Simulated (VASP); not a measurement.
Wanted: the native input for a VASP 6.6.1 run.

```yaml
Task: single point
Functional: PBEsol
Potentials_or_basis: VASP PAW PBE potentials, release 64 (Au)
Cutoff: 520 eV
k_mesh: 20 × 20 × 20
Occupations: gaussian, width 0.15 eV
Spin: no spin polarisation
Dipole_correction: no
Further_INCAR_settings: ALGO = Normal; EDIFF = 1e-06; NBANDS = 12
```

The structure of Au lies in POSCAR:

```
Au
1.0
   -1.7235597600      1.7235597600      1.5909782400
    1.7235597600     -1.7235597600      1.5909782400
    1.7235597600      1.7235597600     -1.5909782400
Au
1
Direct
    0.0000000000      0.0000000000      0.0000000000
```

This cell differs from its parent crystal: strain +0.040 along x and y, -0.040 along z.

One way to write it, as run:

INCAR

```
SYSTEM = Au
ALGO = Normal ; EDIFF = 1E-6
ENCUT = 520 ; GGA = PS
ISIF = 2 ; ISMEAR = 0
LASPH = .True. ; LCHARG = .True.
LELF = .True. ; LREAL = .False.
LVHAR = .True. ; LWAVE = .False.
NBANDS = 12 ; NELM = 80
PREC = Accurate ; SIGMA = 0.15
```

KPOINTS

```
k-points
0
Gamma
  20 20 20
  0 0 0
```

Potentials or basis: VASP PAW PBE potentials, release 64 (Au).

Run with:

```console
$ cat potpaw_PBE.64/Au/POTCAR > POTCAR
$ mpirun -np 1 vasp_std > vasp.out
```

It gave:

```
Pressure : -13.3 GPa
```

Caveat: the cell differs from its parent crystal (strain +0.040 along x and y, -0.040 along z); the PAW data sets were made with another functional, which shifts forces and pressure a little.

Run time: 110 s on 1 thread of Intel(R) Xeon(R) Platinum 8259CL CPU @ 2.50GHz (Skylake/Cascade Lake) (shared host), peak memory 0.26 GiB.
